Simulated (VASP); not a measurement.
# ZnSe (F-43m) in VASP: settings compared

Aim: see how the results for ZnSe move with the level of theory and the settings. Levels: PBE, LDA. Tasks: single point.

All numbers are computed with VASP 6.6.1; they aren't measurements. Logs are shortened: lines on timing, memory, paths and dates and some standing lists are left out, and cuts for length are marked.

## Step 1: The cell of the first run

The structure is cubic, space group F-43m (No. 216). Conventional cell: a = 5.665 Å, b = 5.665 Å, c = 5.665 Å, α = 90.00°, β = 90.00°, γ = 90.00°. Within 3.2 Å of Zn (site symmetry -43m) lie 4 Se at 2.45 Å. Within 3.2 Å of Se (site symmetry -43m) lie 4 Zn at 2.45 Å.

## Step 2: Single point, PBE

INCAR reads:

```
SYSTEM = ZnSe
  PREC = Accurate
  ENCUT = 520
  EDIFF = 1E-7
  ISMEAR = 0
  SIGMA = 0.01
  LREAL = .FALSE.
  LASPH = .TRUE.
  NELM = 100
  ALGO = Normal
  ISIF = 2
  LWAVE = .FALSE.
  LCHARG = .FALSE.
  GGA = PE
  NBANDS = 16
```

KPOINTS reads:

```
regular mesh
0
G
  4 4 4
  0 0 0
```

POSCAR reads:

```
ZnSe
1.0
    0.0000000000      2.8324206815      2.8324206815
    2.8324206815      0.0000000000      2.8324206815
    2.8324206815      2.8324206815      0.0000000000
Zn Se
1 1
Direct
    0.0000000000      0.0000000000      0.0000000000
    0.2500000000      0.2500000000      0.2500000000
```

Potentials or basis: VASP PAW PBE potentials, release 64 (Zn, Se).

On the command line:

```console
> cat potpaw_PBE.64/Zn/POTCAR potpaw_PBE.64/Se/POTCAR > POTCAR
> mpirun -np 1 vasp_std > vasp.out
```

OUTCAR:

```text
SYSTEM = ZnSe
   PREC = Accurate
   ENCUT = 520
   EDIFF = 1E-7
   ISMEAR = 0
   LREAL = .FALSE.
   LASPH = .TRUE.
   NELM = 100
   ISIF = 2
   GGA = PE

 ion  position               nearest neighbor table
   1  0.000  0.000  0.000-   2 2.45   2 2.45   2 2.45   2 2.45
   2  0.250  0.250  0.250-   1 2.45   1 2.45   1 2.45   1 2.45

  LATTYP: Found a face centered cubic cell.
 ALAT       =     5.6648413630

  Lattice vectors:

 A1 = (   0.0000000000,   2.8324206815,   2.8324206815)
 A2 = (   2.8324206815,   0.0000000000,   2.8324206815)
 A3 = (   2.8324206815,   2.8324206815,   0.0000000000)

Analysis of symmetry for initial positions (statically):
=====================================================================
 Subroutine PRICEL returns:
 Original cell was already a primitive cell.

 Routine SETGRP: Setting up the symmetry group for a
 face centered cubic supercell.

 Subroutine GETGRP returns: Found 24 space group operations
 (whereof 24 operations were pure point group operations)
 out of a pool of 48 trial point group operations.

The static configuration has the point symmetry T_d .

Analysis of symmetry for dynamics (positions and initial velocities):
=====================================================================
 Subroutine PRICEL returns:
 Original cell was already a primitive cell.

 Routine SETGRP: Setting up the symmetry group for a
 face centered cubic supercell.

 Subroutine GETGRP returns: Found 24 space group operations
 (whereof 24 operations were pure point group operations)
 out of a pool of 48 trial point group operations.

The dynamic configuration has the point symmetry T_d .

 Subroutine INISYM returns: Found 24 space group operations
 (whereof 24 operations are pure point group operations),
 and found     1 'primitive' translations

----------------------------------------------------------------------------------------

                                     Primitive cell

  volume of cell :      45.4468

  direct lattice vectors                    reciprocal lattice vectors
     0.000000000  2.832420681  2.832420681    -0.176527450  0.176527450  0.176527450
     2.832420681  0.000000000  2.832420681     0.176527450 -0.176527450  0.176527450
     2.832420681  2.832420681  0.000000000     0.176527450  0.176527450 -0.176527450

  length of vectors
[... 63 lines left out ...]
   ENCUT  =  520.0 eV  38.22 Ry    6.18 a.u.   7.45  7.45  7.45*2*pi/ulx,y,z
   NELM   =    100;   NELMIN=  2; NELMDL= -5     # of ELM steps
   EDIFF  = 0.1E-06   stopping-criterion for ELM
   LREAL  =      F    real-space projection
   EDIFFG = 0.1E-05   stopping-criterion for IOM
   NSW    =      0    number of steps for IOM
   IBRION =     -1    ionic relax: 0-MD 1-quasi-New 2-CG
   NFREE  =      0    steps in history (QN), initial steepest desc. (CG)
   ISIF   =      2    stress and relaxation
   ISYM   =      2    0-nonsym 1-usesym 2-fastsym
   POTIM  = 0.5000    time-step for ionic-motion
   TEBEG  =    0.0;   TEEND  =   0.0 temperature during run
   PSTRESS=    0.0 pullay stress
   NELECT =      18.0000    total number of electrons
   NUPDOWN=      -1.0000    fix difference up-down
   EMIN   =  10.00;   EMAX   =-10.00  energy-range for DOS
   EFERMI =   0.00;   METHOD = LEGACY
   ISMEAR =     0;   SIGMA  =   0.01  broadening in eV -4-tet -1-fermi 0-gaus
   EFERMI_NEDOS =   21; number of points for ismear=-14 and -15
   IALGO  =     38    algorithm
   IMIX   =      4    mixing-type and parameters
     AMIX     =   0.40;   BMIX     =  1.00
     AMIX_MAG =   1.60;   BMIX_MAG =  1.00
  volume/ion in A,a.u.               =      22.72       153.35
  Fermi-wavevector in a.u.,A,eV,Ry     =   1.202259  2.271939 19.666213  1.445426
  Thomas-Fermi vector in A             =   2.338045
   LORBIT       =      0    0 simple, 1 ext, 2 COOP (PROOUT), +10 PAW based schemes
   GGA     = PE    functional components
   LHFCALC =     F    Hartree Fock is set to
   AEXX    =    0.0000 exact exchange contribution
   IVDW    =     0    specifies the selected vdW correction
   LEPSILON=     F    determine dielectric tensor
   LRPA    =     F    only Hartree local field effects (RPA)
 non-spin polarized calculation
 Gauss-broadening in eV      SIGMA  =   0.01
  energy-cutoff  :      520.00
  volume of cell :       45.45
 maximum number of plane-waves:      1243
 NGX is ok and might be reduce to    30
   NGX = 15   NGY = 15   NGZ = 15

 number of electron      18.0000011 magnetization

 Free energy of the ion-electron system (eV)
  ---------------------------------------------------
  ext. energy  EPLUGINS =         0.00000000
  ---------------------------------------------------
  free energy    TOTEN  =        -5.95199918 eV

  energy without entropy =       -5.95199918  energy(sigma->0) =       -5.95199918

 E-fermi :   1.7536     XC(G=0):  -9.3139

 val. band max:        1.6566028740   @ k =   0.0000   0.0000   0.0000
 cond. band min:       2.9402104160   @ k =   0.0000   0.0000   0.0000
 fundamental gap:      1.2836075420
 Fermi energy:         1.7536396427

 k-point     1 :       0.0000    0.0000    0.0000
  band No.  band energies     occupation
      1     -11.6073      2.00000
      2      -4.9241      2.00000
      3      -4.9241      2.00000
      4      -4.9241      2.00000
      5      -4.5560      2.00000
      6      -4.5560      2.00000
[... 129 lines left out ...]
      3      -4.7175      2.00000
      4      -4.5881      2.00000
      5      -4.5853      2.00000
      6      -4.2530      2.00000
[... 8 lines left out ...]
     15      15.4183      0.00000
     16      15.7530      0.00000

------------------------ aborting loop because EDIFF is reached ----------------------------------------

  FORCE on cell =-STRESS in cart. coord.  units (eV):
  Direction    XX          YY          ZZ          XY          YZ          ZX
  --------------------------------------------------------------------------------------
  -------------------------------------------------------------------------------------
  Total        0.7908383      0.7908383      0.7908383      0.0000000      0.0000000      0.0000000
  in kB       27.8801425     27.8801425     27.8801425      0.0000000      0.0000000      0.0000000
  external PRESSURE =      27.8801425 kB  Pullay stress =       0.0000000 kB

 VOLUME and BASIS-vectors are now :
 -----------------------------------------------------------------------------
  energy-cutoff  :      520.00
  volume of cell :       45.45
      direct lattice vectors                 reciprocal lattice vectors
     0.000000000  2.832420681  2.832420681    -0.176527450  0.176527450  0.176527450
     2.832420681  0.000000000  2.832420681     0.176527450 -0.176527450  0.176527450
     2.832420681  2.832420681  0.000000000     0.176527450  0.176527450 -0.176527450

 POSITION                                       TOTAL-FORCE (eV/Angst)
 -----------------------------------------------------------------------------------
      0.00000      0.00000      0.00000         0.000000      0.000000      0.000000
      1.41621      1.41621      1.41621        -0.000000     -0.000000     -0.000000
 -----------------------------------------------------------------------------------
    total drift:                               -0.000001     -0.000001     -0.000001

  FREE ENERGIE OF THE ION-ELECTRON SYSTEM (eV)
  ---------------------------------------------------
  free  energy   TOTEN  =        -5.9519991824 eV

  energy  without entropy=       -5.9519991824  energy(sigma->0) =       -5.95199918
```

Run time: 16 s. Hardware: 1 thread of AMD EPYC 7R13, shared host; peak memory 0.13 GiB.

Results:

| Property | Result |
| --- | --- |
| Free energy | -5.9520 eV |
| Pressure | 2.8 GPa |
| Band gap on the k mesh | 1.28 eV, direct |

Caveat: the k points lie up to 0.48 Å⁻¹ apart. A hybrid or GW would open this gap; PBE tends to underestimate it.

## Step 3: Single point, LDA

INCAR reads:

```
PREC = Accurate
ENCUT = 520
EDIFF = 1E-6
ISMEAR = 0
SIGMA = 0.01
LREAL = False
LASPH = True
NELM = 100
ALGO = Normal
ISIF = 2
LWAVE = False
LCHARG = False
NBANDS = 16
```

KPOINTS reads:

```
regular mesh
0
Gamma
  4 4 4
```

POSCAR is that of step 2.

Potentials or basis: VASP PAW LDA potentials, release 64 (Zn, Se).

On the command line:

```console
> cat potpaw_LDA.64/Zn/POTCAR potpaw_LDA.64/Se/POTCAR > POTCAR
> mpirun -np 1 vasp_std > vasp.out
```

It took 9.4 s on 1 thread of AMD EPYC 7R13, shared host; peak memory 0.11 GiB.

The run converged. Its results:

```yaml
Free_energy: -7.2775 eV
Pressure: -2.7 GPa
Band_gap_on_the_k_mesh: 1.05 eV, direct
```

Levels at points of the mesh, in eV from the valence-band top:
```tsv
k point	band 6	band 7	band 8	band 9	band 10	band 11	band 12	band 13
(0.00, 0.00, 0.00)	-6.36	0.00	0.00	0.00	1.05	5.67	5.67	5.67
(0.50, 0.00, 0.00)	-6.20	-5.32	-0.88	-0.88	2.35	6.26	6.26	8.34
(0.50, 0.50, 0.00)	-6.18	-4.85	-2.22	-2.22	2.77	3.30	10.52	11.08
```

Caveat: the k points lie up to 0.48 Å⁻¹ apart.

## Step 4: Single point, PBE

INCAR reads:

```
PREC = Accurate ; ENCUT = 520
EDIFF = 1E-6 ; ISMEAR = 0
SIGMA = 0.01 ; LREAL = False
LASPH = True ; NELM = 80
ALGO = Normal ; ISIF = 2
LWAVE = False ; LCHARG = False
GGA = PE ; NBANDS = 16
```

KPOINTS is that of step 3.

POSCAR is that of step 3.

Potentials or basis: VASP PAW PBE potentials, release 64 (Zn, Se).

On the command line:

```console
> cat potpaw_PBE.64/Zn/POTCAR potpaw_PBE.64/Se/POTCAR > POTCAR
> mpirun -np 1 vasp_std > vasp.out
```

Wall time 13 s (1 thread of AMD EPYC 7R13, shared host); peak memory 0.13 GiB.

The run converged. Its results:

```yaml
Free_energy: -5.9520 eV
Pressure: 2.8 GPa
Band_gap_on_the_k_mesh: 1.28 eV, direct
```

Levels at points of the mesh, in eV from the valence-band top:
| k point | band 5 | band 6 | band 7 | band 8 | band 9 | band 10 | band 11 | band 12 | band 13 | band 14 |
| --- | --- | --- | --- | --- | --- | --- | --- | --- | --- | --- |
| (0.00, 0.00, 0.00) | -6.21 | -6.21 | 0.00 | 0.00 | 0.00 | 1.28 | 5.78 | 5.78 | 5.78 | 9.92 |
| (0.50, 0.00, 0.00) | -6.19 | -6.05 | -5.25 | -0.87 | -0.87 | 2.53 | 6.36 | 6.36 | 8.58 | 10.97 |
| (0.50, 0.50, 0.00) | -6.16 | -6.03 | -4.78 | -2.20 | -2.20 | 2.96 | 3.44 | 10.75 | 11.24 | 11.24 |

Caveat: the k points lie up to 0.48 Å⁻¹ apart.
